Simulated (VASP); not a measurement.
# Nb (Im-3m) in VASP: a series of runs

The runs below take Nb through single point, with LDA.

All numbers are computed with VASP 6.6.1; they aren't measurements. Logs are shortened: lines on timing, memory, paths and dates and some standing lists are left out, and cuts for length are marked.

### 1 The cell of the first run

The structure is cubic, space group Im-3m (No. 229). The conventional cell has a = 2.799 Å, b = 2.799 Å, c = 2.799 Å, α = 90.00°, β = 90.00°, γ = 90.00°. Nb (site symmetry m-3m) has 14 Nb at 2.42 to 2.80 Å within 3.2 Å.

### 2 Single point, LDA (volume scaled by 0.64)

Contents of INCAR:

```
PREC = Accurate
ENCUT = 520
EDIFF = 1E-7
ISMEAR = -1
SIGMA = 0.1
LREAL = F
LASPH = T
NELM = 80
ALGO = Normal
ISIF = 2
LWAVE = F
LCHARG = T
LELF = T
LVHAR = T
NBANDS = 12
```

Contents of KPOINTS:

```
Automatic mesh
0
Gamma
  16 16 16
```

Contents of POSCAR:

```
Nb
1.0
   -1.3995610426      1.3995610426      1.3995610426
    1.3995610426     -1.3995610426      1.3995610426
    1.3995610426      1.3995610426     -1.3995610426
Nb
1
Direct
    0.0000000000      0.0000000000      0.0000000000
```

Potentials or basis: VASP PAW LDA potentials, release 64 (Nb_sv).

Started as:

```
$ cat potpaw_LDA.64/Nb_sv/POTCAR > POTCAR
$ mpirun -np 1 vasp_std > vasp.out
```

OUTCAR:

```text
PREC = Accurate
   ENCUT = 520
   EDIFF = 1E-7
   ISMEAR = -1
   LREAL = F
   LASPH = T
   NELM = 80
   ISIF = 2

 ion  position               nearest neighbor table
   1  0.000  0.000  0.000-

  LATTYP: Found a body centered cubic cell.
 ALAT       =     2.7991220852

  Lattice vectors:

 A1 = (  -1.3995610426,   1.3995610426,   1.3995610426)
 A2 = (   1.3995610426,  -1.3995610426,   1.3995610426)
 A3 = (   1.3995610426,   1.3995610426,  -1.3995610426)

Analysis of symmetry for initial positions (statically):
=====================================================================
 Subroutine PRICEL returns:
 Original cell was already a primitive cell.

 Routine SETGRP: Setting up the symmetry group for a
 body centered cubic supercell.

 Subroutine GETGRP returns: Found 48 space group operations
 (whereof 48 operations were pure point group operations)
 out of a pool of 48 trial point group operations.

The static configuration has the point symmetry O_h .

Analysis of symmetry for dynamics (positions and initial velocities):
=====================================================================
 Subroutine PRICEL returns:
 Original cell was already a primitive cell.

 Routine SETGRP: Setting up the symmetry group for a
 body centered cubic supercell.

 Subroutine GETGRP returns: Found 48 space group operations
 (whereof 48 operations were pure point group operations)
 out of a pool of 48 trial point group operations.

The dynamic configuration has the point symmetry O_h .

 Subroutine INISYM returns: Found 48 space group operations
 (whereof 48 operations are pure point group operations),
 and found     1 'primitive' translations

----------------------------------------------------------------------------------------

                                     Primitive cell

  volume of cell :      10.9657

  direct lattice vectors                    reciprocal lattice vectors
    -1.399561043  1.399561043  1.399561043     0.000000000  0.357254871  0.357254871
     1.399561043 -1.399561043  1.399561043     0.357254871  0.000000000  0.357254871
     1.399561043  1.399561043 -1.399561043     0.357254871  0.357254871  0.000000000

  length of vectors
     2.424110834  2.424110834  2.424110834     0.505234684  0.505234684  0.505234684

  position of ions in fractional coordinates (direct lattice)
     0.000000000  0.000000000  0.000000000

  ion indices of the primitive-cell ions
   primitive index   ion index
                 1           1

----------------------------------------------------------------------------------------

 KPOINTS: Automatic mesh

Automatic generation of k-mesh.
 Grid dimensions read from file:
 generate k-points for:   16   16   16

 Generating k-lattice:

  Cartesian coordinates                     Fractional coordinates (reciprocal lattice)
     0.000000000  0.022328429  0.022328429     0.062500000  0.000000000  0.000000000
     0.022328429  0.000000000  0.022328429     0.000000000  0.062500000  0.000000000
     0.022328429  0.022328429  0.000000000     0.000000000  0.000000000  0.062500000

  Length of vectors
     0.031577168  0.031577168  0.031577168

  Shift w.r.t. Gamma in fractional coordinates (k-lattice)
     0.000000000  0.000000000  0.000000000

 Subroutine IBZKPT returns following result:
 ===========================================

 Found    145 irreducible k-points:

 Following reciprocal coordinates:
            Coordinates               Weight
  0.000000  0.000000  0.000000      1.000000
  0.062500  0.000000  0.000000     12.000000
  0.125000  0.000000  0.000000     12.000000
  0.187500  0.000000  0.000000     12.000000
  0.250000  0.000000  0.000000     12.000000
  0.312500  0.000000  0.000000     12.000000
[... 16 lines left out ...]
  0.187500  0.187500  0.000000     24.000000
  0.250000  0.187500 -0.000000     48.000000
 [... further k-points ...]
   k-points           NKPTS =    145   k-points in BZ     NKDIM =    145   number of bands    NBANDS=     12
   number of dos      NEDOS =    301   number of ions     NIONS =      1
   total plane-waves  NPLWV =   5832
   dimension x,y,z NGX =    18 NGY =   18 NGZ =   18
   dimension x,y,z NGXF=    36 NGYF=   36 NGZF=   36
   ions per type =               1
   NGX,Y,Z   is equivalent  to a cutoff of  12.34, 12.34, 12.34 a.u.
   NGXF,Y,Z  is equivalent  to a cutoff of  24.69, 24.69, 24.69 a.u.
 SYSTEM =  unknown system
   PREC   = accura    normal or accurate (medium, high low for compatibility)
   ISTART =      0    job   : 0-new  1-cont  2-samecut
   ICHARG =      2    charge: 1-file 2-atom 10-const
   ISPIN  =      1    spin polarized calculation?
   LNONCOLLINEAR =      F non collinear calculations
   LSORBIT =      F    spin-orbit coupling
   LASPH  =      T    aspherical Exc in radial PAW
   ENCUT  =  520.0 eV  38.22 Ry    6.18 a.u.   4.51  4.51  4.51*2*pi/ulx,y,z
   NELM   =     80;   NELMIN=  2; NELMDL= -5     # of ELM steps
   EDIFF  = 0.1E-06   stopping-criterion for ELM
   LREAL  =      F    real-space projection
   EDIFFG = 0.1E-05   stopping-criterion for IOM
   NSW    =      0    number of steps for IOM
   IBRION =     -1    ionic relax: 0-MD 1-quasi-New 2-CG
   NFREE  =      0    steps in history (QN), initial steepest desc. (CG)
   ISIF   =      2    stress and relaxation
   ISYM   =      2    0-nonsym 1-usesym 2-fastsym
   POTIM  = 0.5000    time-step for ionic-motion
   TEBEG  =    0.0;   TEEND  =   0.0 temperature during run
   PSTRESS=    0.0 pullay stress
   NELECT =      13.0000    total number of electrons
   NUPDOWN=      -1.0000    fix difference up-down
   EMIN   =  10.00;   EMAX   =-10.00  energy-range for DOS
   EFERMI =   0.00;   METHOD = LEGACY
   ISMEAR =    -1;   SIGMA  =   0.10  broadening in eV -4-tet -1-fermi 0-gaus
   EFERMI_NEDOS =   21; number of points for ismear=-14 and -15
   IALGO  =     38    algorithm
   IMIX   =      4    mixing-type and parameters
     AMIX     =   0.40;   BMIX     =  1.00
     AMIX_MAG =   1.60;   BMIX_MAG =  1.00
  volume/ion in A,a.u.               =      10.97        74.00
  Fermi-wavevector in a.u.,A,eV,Ry     =   1.732650  3.274233 40.845711  3.002075
  Thomas-Fermi vector in A             =   2.806786
   LORBIT       =      0    0 simple, 1 ext, 2 COOP (PROOUT), +10 PAW based schemes
   GGA     = CA    functional components
   LHFCALC =     F    Hartree Fock is set to
   AEXX    =    0.0000 exact exchange contribution
   IVDW    =     0    specifies the selected vdW correction
   LEPSILON=     F    determine dielectric tensor
   LRPA    =     F    only Hartree local field effects (RPA)
 non-spin polarized calculation
  energy-cutoff  :      520.00
  volume of cell :       10.97
 maximum number of plane-waves:       321
   NGX =  9   NGY =  9   NGZ =  9

 number of electron      13.0000000 magnetization

 Free energy of the ion-electron system (eV)
  ---------------------------------------------------
  ext. energy  EPLUGINS =         0.00000000
  ---------------------------------------------------
  free energy    TOTEN  =        -8.66554461 eV

  energy without entropy =       -8.64708392  energy(sigma->0) =       -8.65631427

 E-fermi :  20.2471     XC(G=0): -15.4846

 val. band max:       20.2365194028   @ k =  -0.3125   0.4375   0.0625
 cond. band min:      20.2823928315   @ k =   0.3125   0.2500   0.1250
 fundamental gap:      0.0458734287
 Fermi energy:        20.2471437394

 k-point     1 :       0.0000    0.0000    0.0000
  band No.  band energies     occupation
      1     -35.1772      2.00000
      2      -8.0790      2.00000
      3      -8.0790      2.00000
      4      -8.0790      2.00000
      5      14.0957      2.00000
      6      19.3414      1.99977
      7      19.3414      1.99977
      8      19.3414      1.99977
      9      24.2157      0.00000
     10      24.2157      0.00000
     11      34.6863      0.00000
     12      34.6863      0.00000

 k-point     2 :       0.0625    0.0000    0.0000
  band No.  band energies     occupation
      1     -35.1261      2.00000
      2      -8.3215      2.00000
      3      -8.1483      2.00000
      4      -8.0843      2.00000
      5      14.3984      2.00000
      6      19.1339      1.99997
      7      19.3016      1.99984
      8      19.6379      1.99549
      9      23.8218      0.00000
     10      24.1888      0.00000
     11      34.9893      0.00000
     12      35.1702      0.00000

 k-point     3 :       0.1250    0.0000    0.0000
  band No.  band energies     occupation
      1     -34.9783      2.00000
      2      -8.9867      2.00000
      3      -8.3412      2.00000
      4      -8.0994      2.00000
      5      15.1339      2.00000
      6      18.5910      2.00000
      7      19.1846      1.99995
      8      20.5085      0.13651
      9      23.1942      0.00000
     10      24.1503      0.00000
     11      35.7814      0.00000
     12      36.5418      0.00000
[... 286 lines left out ...]
 k-point    23 :       0.1875    0.1875    0.0000
  band No.  band energies     occupation
      1     -34.1044      2.00000
      2     -11.8098      2.00000
      3      -9.4829      2.00000
      4      -8.5279      2.00000
      5      15.8147      2.00000
      6      17.0909      2.00000
      7      19.5536      1.99806
      8      22.7489      0.00000
      9      25.9687      0.00000
     10      27.8552      0.00000
     11      37.9926      0.00000
     12      39.3632      0.00000

 k-point    24 :       0.2500    0.1875   -0.0000
  band No.  band energies     occupation
      1     -33.8605      2.00000
      2     -12.3480      2.00000
      3      -9.9495      2.00000
      4      -8.6105      2.00000
      5      15.4055      2.00000
      6      16.8684      2.00000
      7      20.4005      0.35504
      8      23.3142      0.00000
      9      26.3502      0.00000
     10      30.2806      0.00000
     11      37.1458      0.00000
     12      40.2668      0.00000

 [... further k-points ...]

------------------------ aborting loop because EDIFF is reached ----------------------------------------

  FORCE on cell =-STRESS in cart. coord.  units (eV):
  Direction    XX          YY          ZZ          XY          YZ          ZX
  --------------------------------------------------------------------------------------
  -------------------------------------------------------------------------------------
  Total       13.3564438     13.3564438     13.3564438      0.0000000      0.0000000     -0.0000000
  in kB     1951.4880458   1951.4880458   1951.4880458      0.0000000      0.0000000     -0.0000000
  external PRESSURE =    1951.4880458 kB  Pullay stress =       0.0000000 kB

 VOLUME and BASIS-vectors are now :
 -----------------------------------------------------------------------------
  energy-cutoff  :      520.00
  volume of cell :       10.97
      direct lattice vectors                 reciprocal lattice vectors
    -1.399561043  1.399561043  1.399561043     0.000000000  0.357254871  0.357254871
     1.399561043 -1.399561043  1.399561043     0.357254871  0.000000000  0.357254871
     1.399561043  1.399561043 -1.399561043     0.357254871  0.357254871  0.000000000

 POSITION                                       TOTAL-FORCE (eV/Angst)
 -----------------------------------------------------------------------------------
      0.00000      0.00000      0.00000         0.000000     -0.000000      0.000000
 -----------------------------------------------------------------------------------
    total drift:                               -0.000000     -0.000000      0.000000

  FREE ENERGIE OF THE ION-ELECTRON SYSTEM (eV)
  ---------------------------------------------------
  free  energy   TOTEN  =        -8.6655446107 eV

  energy  without entropy=       -8.6470839208  energy(sigma->0) =       -8.65631427
```

It took 39 s on 1 thread of AMD EPYC, shared host; peak memory 0.1 GiB.

Results:

```yaml
Free_energy: -8.6655 eV
Pressure: 195.1 GPa
```

Levels at points of the mesh, in eV from the Fermi level:
| k point | band 3 | band 4 | band 5 | band 6 | band 7 | band 8 | band 9 | band 10 |
| --- | --- | --- | --- | --- | --- | --- | --- | --- |
| (0.00, 0.00, 0.00) | -28.33 | -28.33 | -6.15 | -0.91 | -0.91 | -0.91 | 3.97 | 3.97 |
| (0.50, 0.00, 0.00) | -29.93 | -28.47 | -7.01 | -4.63 | 4.69 | 5.79 | 6.07 | 10.80 |
| (0.50, 0.50, 0.50) | -31.83 | -31.83 | -8.46 | -8.46 | 9.06 | 9.06 | 9.06 | 14.05 |

### 3 Single point, LDA (volume scaled by 0.64)

Contents of INCAR:

```
  ALGO = Normal
  EDIFF = 1E-6
  ENCUT = 520
  GGA = CA
  ISIF = 2
  ISMEAR = -1
  LASPH = True
  LCHARG = True
  LELF = True
  LREAL = False
  LVHAR = True
  LWAVE = False
  NBANDS = 12
  NELM = 80
  PREC = Accurate
  SIGMA = 0.1
```

Contents of KPOINTS:

```
k-points
0
Gamma
  16 16 16
```

POSCAR is that of step 2.

Potentials or basis: VASP PAW LDA potentials, release 64 (Nb_sv).

Started as:

```
$ cat potpaw_LDA.64/Nb_sv/POTCAR > POTCAR
$ mpirun -np 1 vasp_std > vasp.out
```

Run time: 36 s. Hardware: 1 thread of AMD EPYC, shared host; peak memory 0.09 GiB.

Results (log left out):

```
Free energy : -8.6655 eV
Pressure    : 195.2 GPa
```

Levels at points of the mesh, in eV from the Fermi level:
```
           k point  band 3  band 4  band 5  band 6  band 7  band 8  band 9  band 10
(0.00, 0.00, 0.00)  -28.33  -28.33   -6.15   -0.91   -0.91   -0.91    3.97     3.97
(0.50, 0.00, 0.00)  -29.93  -28.47   -7.01   -4.63    4.69    5.79    6.07    10.80
(0.50, 0.50, 0.50)  -31.83  -31.83   -8.46   -8.46    9.06    9.06    9.06    14.05
```

(Part 1 of 2 ends here.)
